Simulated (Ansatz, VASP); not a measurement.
Two plane-wave programs on Bi2Se3

```xyz
5
Lattice="2.0576 1.1880 9.4813 -2.0576 1.1880 9.4813 0.0000 -2.3759 9.4813" Properties=species:S:1:pos:R:3 pbc="T T T"
Bi    0.0000    0.0000   11.4003
Bi    0.0000    0.0000   17.0435
Se    0.0000    0.0000    0.0000
Se    0.0000    0.0000    6.0216
Se    0.0000    0.0000   22.4223
```

Alike in both runs: task single point; functional PBE; k mesh 6 × 6 × 6; no spin polarisation.

|  | VASP | Ansatz |
| --- | --- | --- |
| version | VASP 6.6.1 | Ansatz 0.2.0 |
| potentials or method | VASP PAW PBE potentials, release 64 (Bi_d, Se), cutoff 520 eV | plane waves, PAW |
| occupations | gaussian, width 0.01 eV | fixed |
| valence electrons in the cell | 48 | 78 |

Ansatz gave:

| Quantity | Value |
| --- | --- |
| pressure (GPa) | 3.9 |

**Question.** Estimate VASP's values.

**Answer.** Pressure (GPa): 4.0.

VASP's potentials hold 48 valence electrons a cell and Ansatz's 78, so a difference there can come from the potentials and not from the codes.

Spin-orbit coupling is off throughout.
